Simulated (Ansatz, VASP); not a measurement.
## Two plane-wave programs on CsCdCl3

```
Cs Cd Cl
1.0
     5.20000    0.00000    0.00000
     0.00000    5.20000    0.00000
     0.00000    0.00000    5.20000
Cs Cd Cl
1 1 3
Direct
  0.00000 0.00000 0.00000
  0.50000 0.50000 0.50000
  0.00000 0.50000 0.50000
  0.50000 0.00000 0.50000
  0.50000 0.50000 0.00000
```

Alike in both runs: task single point; functional LDA; k mesh 6 × 6 × 6; occupations gaussian, width 0.05 eV; no spin polarisation.

|  | VASP | Ansatz |
| --- | --- | --- |
| version | VASP 6.6.1 | Ansatz 0.2.0 |
| potentials or method | VASP PAW LDA potentials, release 64 (Cs_sv, Cd, Cl), cutoff 520 eV | scalar-relativistic, plane waves, PAW |
| valence electrons in the cell | 42 | 50 |

Ansatz gave:

| Quantity | Value |
| --- | --- |
| gap on the k mesh at the Fermi level (eV) | 1.51 |
| least direct gap on the mesh (eV) | 2.10 |
| pressure (GPa) | -1.9 |

Task: What did VASP give for the same quantities?

Result: gap on the k mesh at the Fermi level (eV): 1.54; least direct gap on the mesh (eV): 2.12; pressure (GPa): -1.7.

LDA's correlation is that of Perdew and Zunger in VASP and of Perdew and Wang (1992) in Ansatz. VASP's potentials hold 42 valence electrons a cell and Ansatz's 50, so a difference there can come from the potentials and not from the codes.

Neither program's run includes spin-orbit coupling.
